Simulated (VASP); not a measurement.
# In (Fm-3m) in VASP: further runs, part 2 of 2

VASP 6.6.1. Earlier steps stand in the parts before.

## 3. Single point, r2SCAN

This run uses another cell than the first one, of 27.76 Å³/atom, 1.031 times its volume.

POSCAR reads:

```
In
1.0
    0.0000000000      2.4032323168      2.4032323168
    2.4032323168      0.0000000000      2.4032323168
    2.4032323168      2.4032323168      0.0000000000
In
1
Direct
    0.0000000000      0.0000000000      0.0000000000
```

INCAR.step1 reads:

```
PREC = Accurate
ENCUT = 520
ISMEAR = -1
SIGMA = 0.1
LREAL = False
LASPH = True
NELM = 60
NBANDS = 12
GGA = PE
ALGO = Normal
EDIFF = 1E-4
LWAVE = True
LCHARG = False
```

INCAR.step2 reads:

```
PREC = Accurate
ENCUT = 520
EDIFF = 1E-6
ISMEAR = -1
SIGMA = 0.1
LREAL = False
LASPH = True
NELM = 60
ALGO = Normal
ISIF = 2
LWAVE = False
LCHARG = False
METAGGA = R2SCAN
LMIXTAU = True
NBANDS = 12
ISTART = 1
```

KPOINTS reads:

```
Automatic mesh
0
Gamma
  12 12 12
```

Potentials or basis: VASP PAW PBE potentials, release 64 (In_d).

On the command line:

```
$ cat potpaw_PBE.64/In_d/POTCAR > POTCAR
$ cp INCAR.step1 INCAR
$ mpirun -np 1 vasp_std > vasp.out
$ cp INCAR.step2 INCAR
$ mpirun -np 1 vasp_std > vasp.out
```

OUTCAR:

```text
PREC = Accurate
   ENCUT = 520
   EDIFF = 1E-6
   ISMEAR = -1
   LREAL = False
   LASPH = True
   NELM = 60
   ISIF = 2
   METAGGA = R2SCAN
   ISTART = 1

 ion  position               nearest neighbor table
   1  0.000  0.000  0.000-

  LATTYP: Found a face centered cubic cell.
 ALAT       =     4.8064646336

  Lattice vectors:

 A1 = (   0.0000000000,   2.4032323168,   2.4032323168)
 A2 = (   2.4032323168,   0.0000000000,   2.4032323168)
 A3 = (   2.4032323168,   2.4032323168,   0.0000000000)

Analysis of symmetry for initial positions (statically):
=====================================================================
 Subroutine PRICEL returns:
 Original cell was already a primitive cell.

 Routine SETGRP: Setting up the symmetry group for a
 face centered cubic supercell.

 Subroutine GETGRP returns: Found 48 space group operations
 (whereof 48 operations were pure point group operations)
 out of a pool of 48 trial point group operations.

The static configuration has the point symmetry O_h .

Analysis of symmetry for dynamics (positions and initial velocities):
=====================================================================
 Subroutine PRICEL returns:
 Original cell was already a primitive cell.

 Routine SETGRP: Setting up the symmetry group for a
 face centered cubic supercell.

 Subroutine GETGRP returns: Found 48 space group operations
 (whereof 48 operations were pure point group operations)
 out of a pool of 48 trial point group operations.

The dynamic configuration has the point symmetry O_h .

 Subroutine INISYM returns: Found 48 space group operations
 (whereof 48 operations are pure point group operations),
 and found     1 'primitive' translations

----------------------------------------------------------------------------------------
[... 114 lines left out ...]
  Thomas-Fermi vector in A             =   2.404246
   LORBIT       =      0    0 simple, 1 ext, 2 COOP (PROOUT), +10 PAW based schemes
   METAGGA = R2SCAN    functional components
   LHFCALC =     F    Hartree Fock is set to
   AEXX    =    0.0000 exact exchange contribution
   IVDW    =     0    specifies the selected vdW correction
   LEPSILON=     F    determine dielectric tensor
   LRPA    =     F    only Hartree local field effects (RPA)
 non-spin polarized calculation
  energy-cutoff  :      520.00
  volume of cell :       27.76
 maximum number of plane-waves:       760
 NGX is ok and might be reduce to    28
   NGX = 13   NGY = 13   NGZ = 13

 number of electron      12.9999997 magnetization

 Free energy of the ion-electron system (eV)
  ---------------------------------------------------
  ext. energy  EPLUGINS =         0.00000000
  ---------------------------------------------------
  free energy    TOTEN  =       -22.56965397 eV

  energy without entropy =      -22.55359240  energy(sigma->0) =      -22.56162318

 E-fermi :   6.8164     XC(G=0): -10.7650

 val. band max:        6.7972836617   @ k =  -0.3333   0.3333   0.0000
 cond. band min:       6.9197340770   @ k =  -0.2500   0.4167   0.1667
 fundamental gap:      0.1224504153
 Fermi energy:         6.8164129358

 k-point     1 :       0.0000    0.0000    0.0000
  band No.  band energies     occupation
      1      -8.3457      2.00000
      2      -8.3457      2.00000
      3      -8.3457      2.00000
      4      -8.1928      2.00000
      5      -8.1928      2.00000
      6      -2.7939      2.00000
      7      17.4713      0.00000
      8      17.4713      0.00000
      9      17.4713      0.00000
     10      18.8409      0.00000
     11      20.9122      0.00000
     12      20.9122      0.00000
[... 331 lines left out ...]
 k-point    24 :      -0.4167    0.1667    0.0000
  band No.  band energies     occupation
      1      -8.3808      2.00000
      2      -8.3225      2.00000
      3      -8.2725      2.00000
      4      -8.1141      2.00000
      5      -8.0695      2.00000
      6       2.5978      2.00000
      7       4.4003      2.00000
      8      11.4007      0.00000
      9      14.0935      0.00000
     10      16.5828      0.00000
     11      21.5738      0.00000
     12      21.8818      0.00000

 [... further k-points ...]

------------------------ aborting loop because EDIFF is reached ----------------------------------------

  FORCE on cell =-STRESS in cart. coord.  units (eV):
  Direction    XX          YY          ZZ          XY          YZ          ZX
  --------------------------------------------------------------------------------------
  -------------------------------------------------------------------------------------
  Total       -0.3576040     -0.3576040     -0.3576040      0.0000000     -0.0000000      0.0000000
  in kB      -20.6393342    -20.6393342    -20.6393342      0.0000000     -0.0000000      0.0000000
  external PRESSURE =     -20.6393342 kB  Pullay stress =       0.0000000 kB

 VOLUME and BASIS-vectors are now :
 -----------------------------------------------------------------------------
  energy-cutoff  :      520.00
  volume of cell :       27.76
      direct lattice vectors                 reciprocal lattice vectors
     0.000000000  2.403232317  2.403232317    -0.208053128  0.208053128  0.208053128
     2.403232317  0.000000000  2.403232317     0.208053128 -0.208053128  0.208053128
     2.403232317  2.403232317  0.000000000     0.208053128  0.208053128 -0.208053128

 POSITION                                       TOTAL-FORCE (eV/Angst)
 -----------------------------------------------------------------------------------
      0.00000      0.00000      0.00000         0.000000      0.000000      0.000000
 -----------------------------------------------------------------------------------
    total drift:                               -0.000000     -0.000000     -0.000000

  FREE ENERGIE OF THE ION-ELECTRON SYSTEM (eV)
  ---------------------------------------------------
  free  energy   TOTEN  =       -22.5696539665 eV

  energy  without entropy=      -22.5535924028  energy(sigma->0) =      -22.56162318
```

OUTCAR.step1:

```text
PREC = Accurate
   ENCUT = 520
   ISMEAR = -1
   LREAL = False
   LASPH = True
   NELM = 60
[... 575 lines left out ...]
 POSITION                                       TOTAL-FORCE (eV/Angst)
 -----------------------------------------------------------------------------------
      0.00000      0.00000      0.00000         0.000000     -0.000000      0.000000
 -----------------------------------------------------------------------------------
    total drift:                               -0.000000     -0.000000     -0.000000

  FREE ENERGIE OF THE ION-ELECTRON SYSTEM (eV)
  ---------------------------------------------------
  free  energy   TOTEN  =        -2.5663387226 eV

  energy  without entropy=       -2.5494826544  energy(sigma->0) =       -2.55791069
```

Run time: 2.8 min. Hardware: 1 thread of AMD EPYC 7R43 (Zen 3), shared host; peak memory 0.13 GiB.

Results:

| Property | Result |
| --- | --- |
| Free energy | -22.5697 eV |
| Pressure | -2.1 GPa |

Caveat: the PAW data sets were made with another functional, which shifts forces and pressure a little; spin-orbit coupling is left out, which moves the levels of the heavy elements.

## 4. Single point, r2SCAN

This run uses another cell than the first one, of 28.58 Å³/atom, 1.061 times its volume.

POSCAR reads:

```
In
1.0
    0.0000000000      2.4267949205      2.4267949205
    2.4267949205      0.0000000000      2.4267949205
    2.4267949205      2.4267949205      0.0000000000
In
1
Direct
    0.0000000000      0.0000000000      0.0000000000
```

INCAR.step1 reads:

```
PREC = Accurate
ENCUT = 520
ISMEAR = -1
SIGMA = 0.1
LREAL = F
LASPH = T
NELM = 80
NBANDS = 12
GGA = PE
ALGO = Normal
EDIFF = 1E-4
LWAVE = T
LCHARG = F
```

INCAR.step2 reads:

```
PREC = Accurate
ENCUT = 520
EDIFF = 1E-6
ISMEAR = -1
SIGMA = 0.1
LREAL = F
LASPH = T
NELM = 80
ALGO = Normal
ISIF = 2
LWAVE = F
LCHARG = T
METAGGA = R2SCAN
LMIXTAU = T
LELF = T
LVHAR = T
NBANDS = 12
ISTART = 1
```

KPOINTS is that of step 3.

On the command line:

```
$ cat potpaw_PBE.64/In_d/POTCAR > POTCAR
$ cp INCAR.step1 INCAR
$ mpirun -np 1 vasp_std > vasp.out
$ cp INCAR.step2 INCAR
$ mpirun -np 1 vasp_std > vasp.out
```

Wall time 3.1 min (1 thread of AMD EPYC 7R43 (Zen 3), shared host); peak memory 0.13 GiB.

The run converged. Its results:

* Free energy: -22.5572 eV
* Pressure: -2.9 GPa

Levels at points of the mesh, in eV from the Fermi level:
```
           k point  band 4  band 5  band 6  band 7  band 8  band 9
(0.00, 0.00, 0.00)  -15.00  -15.00   -9.41   10.38   10.38   10.38
(0.50, 0.00, 0.00)  -14.87  -14.87   -4.43   -3.19    8.26    8.26
(0.50, 0.50, 0.00)  -14.83  -14.83   -2.22   -2.14    4.05    4.05
```

Caveat: the PAW data sets were made with another functional, which shifts forces and pressure a little; spin-orbit coupling is left out, which moves the levels of the heavy elements.

## 5. The runs side by side

| cell | gap on the mesh (eV) | pressure (GPa) |
| --- | --- | --- |
| a = 3.365 Å, angles 60.0°, 1 atom | none | -1.0 |
| a = 3.399 Å, angles 60.0°, 1 atom | none | -2.1 |
| a = 3.432 Å, angles 60.0°, 1 atom | none | -2.9 |

Alike in all rows: task single point; level r2SCAN; potentials or basis VASP PAW PBE potentials, release 64 (In_d); no spin polarisation; k mesh 12 × 12 × 12; cutoff (eV) 520; smearing fermi-dirac 0.1 eV.

Caveats: the PAW data sets were made with another functional, which shifts forces and pressure a little; spin-orbit coupling is left out, which moves the levels of the heavy elements.

Absolute energies hang on the potentials; compare differences alone.
